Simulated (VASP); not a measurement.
Set up this calculation in VASP 6.6.1, as the native input.

| Item | Value |
| --- | --- |
| Task | single point |
| Functional | r2SCAN |
| Potentials or basis | VASP PAW PBE potentials, release 64 (Nb_sv, H) |
| Cutoff | 520 eV |
| k mesh | 24 × 24 × 24 |
| Occupations | gaussian, width 0.1 eV |
| Spin | no spin polarisation |
| Dipole correction | no |
| Further INCAR settings | ALGO = Normal; EDIFF = 1e-06; NBANDS = 14 |

NbH:

```
Nb H
1.0
    -1.60429    1.60429    1.95685
     1.60429   -1.60429    1.95685
     1.60429    1.60429   -1.95685
Nb H
1 1
Direct
  0.00000 0.00000 0.00000
  0.50000 0.50000 0.00000
```

The input as run:

POSCAR

```
NbH
1.0
   -1.6042900925      1.6042900925      1.9568524027
    1.6042900925     -1.6042900925      1.9568524027
    1.6042900925      1.6042900925     -1.9568524027
Nb H
1 1
Direct
    0.0000000000      0.0000000000      0.0000000000
    0.5000000000      0.5000000000      0.0000000000
```

INCAR.step1

```
PREC = Accurate
ENCUT = 520
ISMEAR = 0
SIGMA = 0.1
LREAL = F
LASPH = T
NELM = 100
NBANDS = 14
GGA = PE
ALGO = Normal
EDIFF = 1E-4
LWAVE = T
LCHARG = F
```

INCAR.step2

```
PREC = Accurate
ENCUT = 520
EDIFF = 1E-6
ISMEAR = 0
SIGMA = 0.1
LREAL = F
LASPH = T
NELM = 100
ALGO = Normal
ISIF = 2
LWAVE = F
LCHARG = F
METAGGA = R2SCAN
LMIXTAU = T
NBANDS = 14
ISTART = 1
```

KPOINTS

```
regular mesh
0
Gamma
  24 24 24
```

Potentials or basis: VASP PAW PBE potentials, release 64 (Nb_sv, H).

Run with:

```bash
$ cat potpaw_PBE.64/Nb_sv/POTCAR potpaw_PBE.64/H/POTCAR > POTCAR
$ cp INCAR.step1 INCAR
$ mpirun -np 1 vasp_std > vasp.out
$ cp INCAR.step2 INCAR
$ mpirun -np 1 vasp_std > vasp.out
```

Results of the run:

The pressure is -0.3 GPa and the band gap on the k mesh is zero (bands 7 and 8 overlap by 4.54 eV).

Caveat: the PAW data sets were made with another functional, which shifts forces and pressure a little.

Run time: 7.7 min on 1 thread of Intel(R) Xeon(R) Platinum 8559C (Emerald Rapids) (shared host), peak memory 0.39 GiB.
